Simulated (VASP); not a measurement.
# CsSnI3 (Pm-3m) in VASP: further runs, part 2 of 2

VASP 6.6.1.

## 5. Single point, PBEsol (equal strain along all axes, cell held: -2.0 %)

Input file INCAR:

```
PREC = Accurate
ENCUT = 520
EDIFF = 1E-7
ISMEAR = 0
SIGMA = 0.01
LREAL = False
LASPH = True
NELM = 100
ALGO = Normal
ISIF = 2
LWAVE = False
LCHARG = False
GGA = PS
NBANDS = 30
```

Input file KPOINTS:

```
Automatic mesh
0
Gamma
  6 6 6
```

Input file POSCAR:

```
CsSnI3
1.0
    6.0113899692      0.0000000000      0.0000000000
    0.0000000000      6.0113899692      0.0000000000
    0.0000000000      0.0000000000      6.0113899692
Cs Sn I
1 1 3
Direct
    0.0000000000      0.0000000000      0.0000000000
    0.5000000000      0.5000000000      0.5000000000
    0.0000000000      0.5000000000      0.5000000000
    0.5000000000      0.0000000000      0.5000000000
    0.5000000000      0.5000000000      0.0000000000
```

Potentials or basis: VASP PAW PBE potentials, release 64 (Cs_sv, Sn_d, I).

The run is started by

```bash
$ cat potpaw_PBE.64/Cs_sv/POTCAR potpaw_PBE.64/Sn_d/POTCAR potpaw_PBE.64/I/POTCAR > POTCAR
$ mpirun -np 1 vasp_std > vasp.out
```

OUTCAR:

```text
PREC = Accurate
   ENCUT = 520
   EDIFF = 1E-7
   ISMEAR = 0
   LREAL = False
   LASPH = True
   NELM = 100
   ISIF = 2
   GGA = PS

 ion  position               nearest neighbor table
   1  0.000  0.000  0.000-
   2  0.500  0.500  0.500-   3 3.01   4 3.01   5 3.01   5 3.01   4 3.01   3 3.01
   3  0.000  0.500  0.500-   2 3.01   2 3.01
   4  0.500  0.000  0.500-   2 3.01   2 3.01
   5  0.500  0.500  0.000-   2 3.01   2 3.01

  LATTYP: Found a simple cubic cell.
 ALAT       =     6.0113899692

  Lattice vectors:

 A1 = (   6.0113899692,   0.0000000000,   0.0000000000)
 A2 = (   0.0000000000,   6.0113899692,   0.0000000000)
 A3 = (   0.0000000000,   0.0000000000,   6.0113899692)

Analysis of symmetry for initial positions (statically):
=====================================================================
 Subroutine PRICEL returns:
 Original cell was already a primitive cell.

 Routine SETGRP: Setting up the symmetry group for a
 simple cubic supercell.

 Subroutine GETGRP returns: Found 48 space group operations
 (whereof 48 operations were pure point group operations)
 out of a pool of 48 trial point group operations.

The static configuration has the point symmetry O_h .

Analysis of symmetry for dynamics (positions and initial velocities):
=====================================================================
 Subroutine PRICEL returns:
 Original cell was already a primitive cell.

 Routine SETGRP: Setting up the symmetry group for a
 simple cubic supercell.

 Subroutine GETGRP returns: Found 48 space group operations
 (whereof 48 operations were pure point group operations)
 out of a pool of 48 trial point group operations.

The dynamic configuration has the point symmetry O_h .

[... 114 lines left out ...]
   ISMEAR =     0;   SIGMA  =   0.01  broadening in eV -4-tet -1-fermi 0-gaus
   EFERMI_NEDOS =   21; number of points for ismear=-14 and -15
   IALGO  =     38    algorithm
   IMIX   =      4    mixing-type and parameters
     AMIX     =   0.40;   BMIX     =  1.00
     AMIX_MAG =   1.60;   BMIX_MAG =  1.00
  volume/ion in A,a.u.               =      43.45       293.19
  Fermi-wavevector in a.u.,A,eV,Ry     =   0.961430  1.816838 12.576503  0.924347
  Thomas-Fermi vector in A             =   2.090801
   LORBIT       =      0    0 simple, 1 ext, 2 COOP (PROOUT), +10 PAW based schemes
   GGA     = PS    functional components
   LHFCALC =     F    Hartree Fock is set to
   AEXX    =    0.0000 exact exchange contribution
   IVDW    =     0    specifies the selected vdW correction
   LEPSILON=     F    determine dielectric tensor
   LRPA    =     F    only Hartree local field effects (RPA)
 non-spin polarized calculation
 Gauss-broadening in eV      SIGMA  =   0.01
  energy-cutoff  :      520.00
  volume of cell :      217.23
 maximum number of plane-waves:      5904
 NGX is ok and might be reduce to    48
   NGX = 23   NGY = 23   NGZ = 23

 number of electron      44.0000005 magnetization

 Free energy of the ion-electron system (eV)
  ---------------------------------------------------
  ext. energy  EPLUGINS =         0.00000000
  ---------------------------------------------------
  free energy    TOTEN  =       -15.02606087 eV

  energy without entropy =      -15.02598945  energy(sigma->0) =      -15.02602516

 E-fermi :   3.8489     XC(G=0):  -8.0997

 val. band max:        3.3130697029   @ k =   0.5000   0.5000   0.3333
 cond. band min:       3.8519895249   @ k =   0.5000   0.5000   0.5000
 fundamental gap:      0.5389198221
 Fermi energy:         3.8489438232

 k-point     1 :       0.0000    0.0000    0.0000
  band No.  band energies     occupation
      1     -18.6944      2.00000
      2     -18.3513      2.00000
      3     -18.3513      2.00000
      4     -18.3137      2.00000
      5     -18.3137      2.00000
      6     -18.3137      2.00000
[... 649 lines left out ...]
     29       7.4140      0.00000
     30       8.7384      0.00000

------------------------ aborting loop because EDIFF is reached ----------------------------------------

  FORCE on cell =-STRESS in cart. coord.  units (eV):
  Direction    XX          YY          ZZ          XY          YZ          ZX
  --------------------------------------------------------------------------------------
  -------------------------------------------------------------------------------------
  Total        1.7345298      1.7345298      1.7345298      0.0000000     -0.0000000      0.0000000
  in kB       12.7928600     12.7928600     12.7928600      0.0000000     -0.0000000      0.0000000
  external PRESSURE =      12.7928600 kB  Pullay stress =       0.0000000 kB

 VOLUME and BASIS-vectors are now :
 -----------------------------------------------------------------------------
  energy-cutoff  :      520.00
  volume of cell :      217.23
      direct lattice vectors                 reciprocal lattice vectors
     6.011389969  0.000000000  0.000000000     0.166350878  0.000000000  0.000000000
     0.000000000  6.011389969  0.000000000     0.000000000  0.166350878  0.000000000
     0.000000000  0.000000000  6.011389969     0.000000000  0.000000000  0.166350878

 POSITION                                       TOTAL-FORCE (eV/Angst)
 -----------------------------------------------------------------------------------
      0.00000      0.00000      0.00000         0.000000      0.000000      0.000000
      3.00569      3.00569      3.00569         0.000000      0.000000      0.000000
      0.00000      3.00569      3.00569         0.000000      0.000000      0.000000
      3.00569      0.00000      3.00569         0.000000      0.000000      0.000000
      3.00569      3.00569      0.00000         0.000000      0.000000      0.000000
 -----------------------------------------------------------------------------------
    total drift:                                0.000000     -0.000000     -0.000000

  FREE ENERGIE OF THE ION-ELECTRON SYSTEM (eV)
  ---------------------------------------------------
  free  energy   TOTEN  =       -15.0260608699 eV

  energy  without entropy=      -15.0259894522  energy(sigma->0) =      -15.02602516
```

OSZICAR:

```text
N       E                     dE             d eps       ncg     rms          rms(c)
DAV:   1     0.349003713297E+03    0.34900E+03   -0.18470E+04  1200   0.136E+03
DAV:   2     0.283157423304E+02   -0.32069E+03   -0.30682E+03  1388   0.285E+02
DAV:   3    -0.134416653890E+02   -0.41757E+02   -0.41338E+02  1450   0.115E+02
DAV:   4    -0.151335094568E+02   -0.16918E+01   -0.16871E+01  1480   0.263E+01
DAV:   5    -0.151907036474E+02   -0.57194E-01   -0.57182E-01  1780   0.468E+00    0.548E+00
DAV:   6    -0.150389053106E+02    0.15180E+00   -0.24971E-01  1646   0.297E+00    0.351E+00
DAV:   7    -0.150269976379E+02    0.11908E-01   -0.21465E-01  1564   0.208E+00    0.725E-01
DAV:   8    -0.150256655299E+02    0.13321E-02   -0.35655E-02  1428   0.125E+00    0.307E-01
DAV:   9    -0.150258537432E+02   -0.18821E-03   -0.17246E-03  1570   0.286E-01    0.960E-02
DAV:  10    -0.150260331947E+02   -0.17945E-03   -0.42855E-04  1610   0.111E-01    0.318E-02
DAV:  11    -0.150260639941E+02   -0.30799E-04   -0.20903E-04  1476   0.104E-01    0.377E-02
DAV:  12    -0.150260617526E+02    0.22415E-05   -0.17788E-05  1506   0.209E-02    0.225E-02
DAV:  13    -0.150260610194E+02    0.73323E-06   -0.20495E-06  1594   0.833E-03    0.636E-03
DAV:  14    -0.150260606898E+02    0.32956E-06   -0.12564E-06  1610   0.837E-03    0.377E-03
DAV:  15    -0.150260608217E+02   -0.13183E-06   -0.10915E-07  1100   0.154E-03    0.301E-03
DAV:  16    -0.150260608699E+02   -0.48291E-07   -0.40255E-08   852   0.192E-03
   1 F= -.15026061E+02 E0= -.15026025E+02  d E =-.714177E-04
```

stdout:

```text
POSCAR found type information on POSCAR CsSnI
 POSCAR found :  3 types and       5 ions
 scaLAPACK will be used
 -----------------------------------------------------------------------------
|                                                                             |
|                                                                             |
|     You enforced a specific xc type in the INCAR file but a different       |
|     I HOPE YOU KNOW WHAT YOU ARE DOING!                                     |
|                                                                             |
 -----------------------------------------------------------------------------

 LDA part: xc-table for (Slater+PW92), standard interpolation
 POSCAR, INCAR and KPOINTS ok, starting setup
 FFT: planning ... GRIDC
 FFT: planning ... GRID_SOFT
 FFT: planning ... GRID
 WAVECAR not read
 entering main loop
```

Run time: 2.9 min. Hardware: 1 thread of AMD EPYC 7R43 (Zen 3), shared host; peak memory 0.36 GiB.

Results:

```yaml
Free_energy: -15.0261 eV
Pressure: 1.3 GPa
Band_gap_on_the_k_mesh: zero (filled and empty bands touch)
```

Levels at points of the mesh, in eV from the Fermi level:
| k point | band 18 | band 19 | band 20 | band 21 | band 22 | band 23 | band 24 | band 25 | band 26 | band 27 |
| --- | --- | --- | --- | --- | --- | --- | --- | --- | --- | --- |
| (0.00, 0.00, 0.00) | -2.83 | -2.83 | -2.61 | -2.61 | -2.61 | 1.75 | 2.51 | 2.51 | 2.83 | 2.83 |
| (0.50, 0.00, 0.00) | -3.12 | -3.05 | -2.78 | -2.78 | -1.73 | 0.86 | 3.50 | 3.50 | 3.70 | 3.74 |
| (0.50, 0.50, 0.00) | -3.22 | -3.22 | -2.95 | -2.12 | -0.76 | 0.52 | 0.52 | 3.83 | 4.03 | 4.05 |
| (0.50, 0.50, 0.50) | -2.94 | -2.10 | -2.10 | -2.10 | 0.00 | 0.00 | 0.00 | 0.21 | 2.49 | 3.57 |

Caveat: the cell differs from its parent crystal (equal strain along all axes, cell held: -2.0 %); the PAW data sets were made with another functional, which shifts forces and pressure a little; spin-orbit coupling is left out, which moves the levels of the heavy elements.

## 6. The runs side by side

```tsv
cell	gap on the mesh (eV)	pressure (GPa)
a = 6.009 Å, 5 atoms	none	1.3
a = 6.072 Å, 5 atoms	none	0.6
a = 5.889 Å, 5 atoms	none	3.0
a = 6.011 Å, 5 atoms	none	1.3
```

Alike in all rows: task single point; level PBEsol; potentials or basis VASP PAW PBE potentials, release 64 (Cs_sv, Sn_d, I); no spin polarisation; k mesh 6 × 6 × 6; cutoff (eV) 520; smearing gaussian 0.01 eV.

Caveats: the PAW data sets were made with another functional, which shifts forces and pressure a little; spin-orbit coupling is left out, which moves the levels of the heavy elements.

Absolute energies hang on the potentials; compare differences alone.
